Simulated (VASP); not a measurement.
# TePb in VASP: relaxation of the atoms with PBE

Aim: the relaxation of the atoms of TePb with PBE.

Program: VASP 6.6.1. These are calculated values, not measurements. Logs are shortened: lines on timing, memory, paths and dates and some standing lists are left out, and cuts for length are marked.

## Step 1: The cell of the first run

The cell holds a slab with vacuum, 8 atoms: a = 4.644 Å, b = 4.644 Å, c = 25.851 Å, α = 90.00°, β = 90.00°, γ = 90.00°.

## Step 2: Relaxation of the atoms, PBE

INCAR reads:

```
PREC     = Accurate       # precision mode
ENCUT    = 520            # plane-wave cutoff, eV
EDIFF    = 1E-6           # SCF threshold, eV
ISMEAR   = -1             # smearing method
SIGMA    = 0.02           # smearing width, eV
LREAL    = False          # projectors in reciprocal space
LASPH    = True           # aspherical terms in the spheres
NELM     = 100            # most SCF steps
ALGO     = Normal         # electronic algorithm
ISIF     = 2              # what is computed and relaxed
LWAVE    = False          # write WAVECAR
LCHARG   = False          # write CHGCAR
LDIPOL   = True         
IDIPOL   = 3            
DIPOL    = 0.5 0.5 0.500
GGA      = PE             # functional
IBRION   = 2              # ionic algorithm
NSW      = 60             # ionic steps
EDIFFG   = -0.01          # ionic threshold
KPAR     = 4
```

KPOINTS reads:

```
regular mesh
0
Gamma
  6 6 1
```

POSCAR reads:

```
TePb
1.0
    4.6436706446      0.0000000000      0.0000000000
    0.0000000000      4.6436706446      0.0000000000
    0.0000000000      0.0000000000     25.8507000000
Pb Te
4 4
Direct
    0.0000000000      0.0000000000      0.3094691245
    0.5000000000      0.5000000000      0.4364897077
    0.0000000000      0.0000000000      0.5635102916
    0.5000000000      0.5000000000      0.6905308755
    0.5000000000      0.5000000000      0.3094691245
    0.0000000000      0.0000000000      0.4364897077
    0.5000000000      0.5000000000      0.5635102916
    0.0000000000      0.0000000000      0.6905308755
```

Potentials or basis: VASP PAW PBE potentials, release 64 (Pb_d, Te).

Started as:

```bash
cat potpaw_PBE.64/Pb_d/POTCAR potpaw_PBE.64/Te/POTCAR > POTCAR
mpirun -np 4 vasp_std > vasp.out
```

OUTCAR:

```text
PREC = Accurate
   ENCUT = 520
   EDIFF = 1E-6
   ISMEAR = -1
   LREAL = False
   LASPH = True
   NELM = 100
   ISIF = 2
   GGA = PE
   IBRION = 2
   NSW = 60
   EDIFFG = -0.01

 ion  position               nearest neighbor table
   1  0.000  0.000  0.309-   6 3.28   5 3.28   5 3.28   5 3.28   5 3.28
   2  0.500  0.500  0.436-   5 3.28   6 3.28   6 3.28   6 3.28   6 3.28   7 3.28
   3  0.000  0.000  0.564-   7 3.28   7 3.28   7 3.28   7 3.28   6 3.28   8 3.28
   4  0.500  0.500  0.691-   8 3.28   8 3.28   8 3.28   8 3.28   7 3.28
   5  0.500  0.500  0.309-   2 3.28   1 3.28   1 3.28   1 3.28   1 3.28
   6  0.000  0.000  0.436-   1 3.28   2 3.28   2 3.28   2 3.28   2 3.28   3 3.28
   7  0.500  0.500  0.564-   3 3.28   3 3.28   3 3.28   3 3.28   2 3.28   4 3.28
   8  0.000  0.000  0.691-   4 3.28   4 3.28   4 3.28   4 3.28   3 3.28

  LATTYP: Found a simple tetragonal cell.
 ALAT       =     4.6436706446
 C/A-ratio  =     5.5668676740

  Lattice vectors:

 A1 = (   4.6436706446,   0.0000000000,   0.0000000000)
 A2 = (   0.0000000000,   4.6436706446,   0.0000000000)
 A3 = (   0.0000000000,   0.0000000000,  25.8507000000)

Analysis of symmetry for initial positions (statically):
=====================================================================
 Subroutine PRICEL returns:
 Original cell was already a primitive cell.

 Routine SETGRP: Setting up the symmetry group for a
 simple tetragonal supercell.

 Subroutine GETGRP returns: Found 16 space group operations
 (whereof  8 operations were pure point group operations)
 out of a pool of 16 trial point group operations.

The static configuration has the point symmetry C_4v.
 The point group associated with its full space group is D_4h.

Analysis of symmetry for dynamics (positions and initial velocities):
=====================================================================
 Subroutine PRICEL returns:
 Original cell was already a primitive cell.

 Routine SETGRP: Setting up the symmetry group for a
 simple tetragonal supercell.

 Subroutine GETGRP returns: Found 16 space group operations
 (whereof  8 operations were pure point group operations)
 out of a pool of 16 trial point group operations.

The dynamic configuration has the point symmetry C_4v.
 The point group associated with its full space group is D_4h.

 Subroutine INISYM returns: Found 16 space group operations
 (whereof  8 operations are pure point group operations),
 and found     1 'primitive' translations

----------------------------------------------------------------------------------------

                                     Primitive cell

  volume of cell :     557.4361

  direct lattice vectors                    reciprocal lattice vectors
     4.643670645  0.000000000  0.000000000     0.215346883  0.000000000  0.000000000
     0.000000000  4.643670645  0.000000000     0.000000000  0.215346883  0.000000000
     0.000000000  0.000000000 25.850700000     0.000000000  0.000000000  0.038683672

  length of vectors
     4.643670645  4.643670645 25.850700000     0.215346883  0.215346883  0.038683672

  position of ions in fractional coordinates (direct lattice)
     0.000000000  0.000000000  0.309469124
     0.500000000  0.500000000  0.436489708
     0.000000000  0.000000000  0.563510292
     0.500000000  0.500000000  0.690530876
     0.500000000  0.500000000  0.309469124
     0.000000000  0.000000000  0.436489708
     0.500000000  0.500000000  0.563510292
     0.000000000  0.000000000  0.690530876

  ion indices of the primitive-cell ions
   primitive index   ion index
                 1           1
                 2           2
                 3           3
                 4           4
                 5           5
                 6           6
                 7           7
                 8           8

----------------------------------------------------------------------------------------

 KPOINTS: regular mesh

Automatic generation of k-mesh.
 Grid dimensions read from file:
 generate k-points for:    6    6    1

 Generating k-lattice:

  Cartesian coordinates                     Fractional coordinates (reciprocal lattice)
     0.035891147  0.000000000  0.000000000     0.166666667  0.000000000  0.000000000
     0.000000000  0.035891147  0.000000000     0.000000000  0.166666667  0.000000000
     0.000000000  0.000000000  0.038683672     0.000000000  0.000000000  1.000000000

  Length of vectors
     0.035891147  0.035891147  0.038683672

  Shift w.r.t. Gamma in fractional coordinates (k-lattice)
     0.000000000  0.000000000  0.000000000

 Subroutine IBZKPT returns following result:
 ===========================================

 Found     10 irreducible k-points:

 Following reciprocal coordinates:
            Coordinates               Weight
  0.000000  0.000000  0.000000      1.000000
  0.166667  0.000000  0.000000      4.000000
  0.333333  0.000000  0.000000      4.000000
  0.500000  0.000000  0.000000      2.000000
  0.166667  0.166667  0.000000      4.000000
  0.333333  0.166667  0.000000      8.000000
  0.500000  0.166667  0.000000      4.000000
  0.333333  0.333333  0.000000      4.000000
  0.500000  0.333333  0.000000      4.000000
  0.500000  0.500000  0.000000      1.000000
   k-points           NKPTS =     10   k-points in BZ     NKDIM =     10   number of bands    NBANDS=     48
   number of dos      NEDOS =    301   number of ions     NIONS =      8
   total plane-waves  NPLWV = 248832
   dimension x,y,z NGX =    36 NGY =   36 NGZ =  192
   dimension x,y,z NGXF=    72 NGYF=   72 NGZF=  384
   ions per type =               4   4
   NGX,Y,Z   is equivalent  to a cutoff of  12.89, 12.89, 12.35 a.u.
   NGXF,Y,Z  is equivalent  to a cutoff of  25.78, 25.78, 24.70 a.u.
 SYSTEM =  unknown system
   PREC   = accura    normal or accurate (medium, high low for compatibility)
   ISTART =      0    job   : 0-new  1-cont  2-samecut
   ICHARG =      2    charge: 1-file 2-atom 10-const
   ISPIN  =      1    spin polarized calculation?
   LNONCOLLINEAR =      F non collinear calculations
   LSORBIT =      F    spin-orbit coupling
   LASPH  =      T    aspherical Exc in radial PAW
   ENCUT  =  520.0 eV  38.22 Ry    6.18 a.u.   8.63  8.63 48.07*2*pi/ulx,y,z
   NELM   =    100;   NELMIN=  2; NELMDL= -5     # of ELM steps
   EDIFF  = 0.1E-05   stopping-criterion for ELM
   LREAL  =      F    real-space projection
   EDIFFG = -.1E-01   stopping-criterion for IOM
   NSW    =     60    number of steps for IOM
   IBRION =      2    ionic relax: 0-MD 1-quasi-New 2-CG
   NFREE  =      1    steps in history (QN), initial steepest desc. (CG)
   ISIF   =      2    stress and relaxation
   ISYM   =      2    0-nonsym 1-usesym 2-fastsym
   POTIM  = 0.5000    time-step for ionic-motion
   TEBEG  =    0.0;   TEEND  =   0.0 temperature during run
   PSTRESS=    0.0 pullay stress
   NELECT =      80.0000    total number of electrons
   NUPDOWN=      -1.0000    fix difference up-down
   EMIN   =  10.00;   EMAX   =-10.00  energy-range for DOS
   EFERMI =   0.00;   METHOD = LEGACY
   ISMEAR =    -1;   SIGMA  =   0.02  broadening in eV -4-tet -1-fermi 0-gaus
   EFERMI_NEDOS =   21; number of points for ismear=-14 and -15
   IALGO  =     38    algorithm
   IMIX   =      4    mixing-type and parameters
     AMIX     =   0.40;   BMIX     =  1.00
     AMIX_MAG =   1.60;   BMIX_MAG =  1.00
  volume/ion in A,a.u.               =      69.68       470.22
  Fermi-wavevector in a.u.,A,eV,Ry     =   0.857116  1.619715  9.995499  0.734648
  Thomas-Fermi vector in A             =   1.974121
   LORBIT       =      0    0 simple, 1 ext, 2 COOP (PROOUT), +10 PAW based schemes
   GGA     = PE    functional components
   LHFCALC =     F    Hartree Fock is set to
   AEXX    =    0.0000 exact exchange contribution
   IVDW    =     0    specifies the selected vdW correction
   LEPSILON=     F    determine dielectric tensor
   LRPA    =     F    only Hartree local field effects (RPA)
 conjugate gradient relaxation of ions
 non-spin polarized calculation
  energy-cutoff  :      520.00
  volume of cell :      557.44
 maximum number of plane-waves:     15097
 NGX is ok and might be reduce to    36
   NGX = 17   NGY = 17   NGZ = 97

--------------------------------------- Ionic step        1  -------------------------------------------

 number of electron      79.9999990 magnetization

 Free energy of the ion-electron system (eV)
  ---------------------------------------------------
  ext. energy  EPLUGINS =         0.00000000
  ---------------------------------------------------
  free energy    TOTEN  =       -29.51280101 eV

  energy without entropy =      -29.51280101  energy(sigma->0) =      -29.51280101

------------------------ aborting loop because EDIFF is reached ----------------------------------------

  FORCE on cell =-STRESS in cart. coord.  units (eV):
  Direction    XX          YY          ZZ          XY          YZ          ZX
  --------------------------------------------------------------------------------------
  -------------------------------------------------------------------------------------
  Total       -0.9645804     -0.9645804     -2.9683384      0.0000000      0.0000000      0.0000000
  in kB       -2.7723873     -2.7723873     -8.5315681      0.0000000      0.0000000      0.0000000
  external PRESSURE =      -4.6921142 kB  Pullay stress =       0.0000000 kB
[... 107 lines left out ...]
  FREE ENERGIE OF THE ION-ELECTRON SYSTEM (eV)
  ---------------------------------------------------
  free  energy   TOTEN  =       -29.6413097555 eV

  energy  without entropy=      -29.6413097555  energy(sigma->0) =      -29.64130976

[... ionic steps 4 to 12 ...]

--------------------------------------- Ionic step       13  -------------------------------------------

 number of electron      79.9999990 magnetization

------------------------ aborting loop because EDIFF is reached ----------------------------------------
[... 79 lines left out ...]
--------------------------------------- Ionic step       15  -------------------------------------------

 number of electron      79.9999990 magnetization

 dipolmoment           0.000000      0.000000      0.000000 electrons x Angstroem

 Free energy of the ion-electron system (eV)
  ---------------------------------------------------
  ext. energy  EPLUGINS =         0.00000000
  ---------------------------------------------------
  free energy    TOTEN  =       -29.71245658 eV

  energy without entropy =      -29.71245658  energy(sigma->0) =      -29.71245658

 E-fermi :   0.5613     XC(G=0):  -5.0324

 val. band max:        0.0999402089   @ k =   0.5000   0.0000   0.0000
 cond. band min:       1.4289234109   @ k =   0.5000   0.0000   0.0000
 fundamental gap:      1.3289832019
 Fermi energy:         0.5613420375

 k-point     1 :       0.0000    0.0000    0.0000
  band No.  band energies     occupation
      1     -16.4595      2.00000
      2     -16.4576      2.00000
      3     -16.4023      2.00000
      4     -16.4023      2.00000
      5     -16.4022      2.00000
      6     -16.4022      2.00000
[... 499 lines left out ...]
     47       4.6052      0.00000
     48       4.6052      0.00000

------------------------ aborting loop because EDIFF is reached ----------------------------------------

 vacuum level on the upper side and lower side of the slab       (xc-potential included)        -0.005        -0.005

  FORCE on cell =-STRESS in cart. coord.  units (eV):
  Direction    XX          YY          ZZ          XY          YZ          ZX
  --------------------------------------------------------------------------------------
  -------------------------------------------------------------------------------------
  Total       -0.2465105     -0.2465105      0.0803505      0.0000000      0.0000000      0.0000000
  in kB       -0.7085180     -0.7085180      0.2309426      0.0000000      0.0000000      0.0000000
  external PRESSURE =      -0.3953645 kB  Pullay stress =       0.0000000 kB
[... 23 lines left out ...]
  FREE ENERGIE OF THE ION-ELECTRON SYSTEM (eV)
  ---------------------------------------------------
  free  energy   TOTEN  =       -29.7124565783 eV

  energy  without entropy=      -29.7124565783  energy(sigma->0) =      -29.71245658

 reached required accuracy - stopping structural energy minimisation

 vacuum level on the upper side and lower side of the slab         4.912         4.912
```

Run time: 15 min. Hardware: 4 MPI ranks of AMD EPYC 7R13 (Zen 3), shared host; peak memory 0.72 GiB.

What came out:

| Item | Value |
| --- | --- |
| Free energy | -29.7125 eV |
| Energy gained by relaxing | 25.0 meV/atom |
| Ionic steps | 15 |
| Largest force after relaxing | 0.007 eV/Å |
| Band gap on the k mesh | 1.33 eV |

Forces in eV/Å, atoms in the order of the input:
```
Pb   0.000  0.000 -0.006
Pb   0.000  0.000 -0.004
Pb   0.000  0.000  0.004
Pb   0.000  0.000  0.006
Te   0.000  0.000 -0.007
Te   0.000  0.000 -0.001
Te   0.000  0.000  0.001
Te   0.000  0.000  0.007
```

Step by step:
| step | energy change (eV) | largest force (eV/Å) | pressure (GPa) |
| --- | --- | --- | --- |
| 1 | 0.0000 | 0.4498 | -0.47 |
| 2 | -0.0400 | 0.4091 | -0.43 |
| 3 | -0.1285 | 0.2696 | -0.24 |
| 4 | -0.0718 | 0.7908 | 0.47 |
| 5 | -0.1517 | 0.2301 | -0.08 |
| 6 | -0.1534 | 0.2206 | -0.02 |
| 7 | -0.1686 | 0.1590 | 0.03 |
| 8 | -0.1757 | 0.1524 | 0.08 |
| 9 | -0.1759 | 0.1713 | 0.10 |
| 10 | -0.1848 | 0.1345 | 0.05 |
| 11 | -0.1982 | 0.0517 | -0.06 |
| 12 | -0.1985 | 0.0542 | -0.08 |
| 13 | -0.1994 | 0.0266 | -0.05 |
| 14 | -0.1995 | 0.0252 | -0.05 |
| 15 | -0.1997 | 0.0072 | -0.04 |

Final structure:
```xyz
8
Lattice="4.6437 0.0000 0.0000 0.0000 4.6437 0.0000 0.0000 0.0000 25.8507" Properties=species:S:1:pos:R:3 pbc="T T T"
Pb    0.0000    0.0000    8.2164
Pb    2.3218    2.3218   11.0524
Pb    0.0000    0.0000   14.7983
Pb    2.3218    2.3218   17.6343
Te    2.3218    2.3218    7.9442
Te    0.0000    0.0000   11.2863
Te    2.3218    2.3218   14.5644
Te    0.0000    4.6437   17.9065
```

Caveat: spin-orbit coupling is left out, which moves the levels of the heavy elements.
